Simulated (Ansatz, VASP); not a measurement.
One calculation of Al4B3P, two programs

```
Al B P
1.0
     4.71171    0.00000    0.00000
     0.00000    4.71171    0.00000
     0.00000    0.00000    4.71171
Al B P
4 3 1
Direct
  0.50000 0.00000 0.00000
  0.00000 0.50000 0.00000
  0.00000 0.00000 0.50000
  0.50000 0.50000 0.50000
  0.00000 0.50000 0.50000
  0.50000 0.00000 0.50000
  0.50000 0.50000 0.00000
  0.00000 0.00000 0.00000
```

Alike in both runs: functional PBE; k mesh 4 × 4 × 4; occupations gaussian, width 0.2 eV; no spin polarisation.

Ansatz relaxed the structure, and its values are those at the end. VASP's run is a single point on that final structure, the one shown.

```csv
,VASP,Ansatz
version,VASP 6.6.1,Ansatz 0.2.0
potentials or method,"VASP PAW PBE potentials, release 64 (Al, B, P), cutoff 500 eV","scalar-relativistic, plane waves, PAW"
valence electrons in the cell,26,26
```

|  | VASP | Ansatz | Ansatz less VASP |
| --- | --- | --- | --- |
| gap on the k mesh at the Fermi level (eV) | none | none | - |
| pressure (GPa) | -0.8 | -0.7 | +0.08 |

A gap of «none» marks a metal or a gap that the smearing closes. With one functional, cell and mesh, what is left measures potentials, basis and numerics.
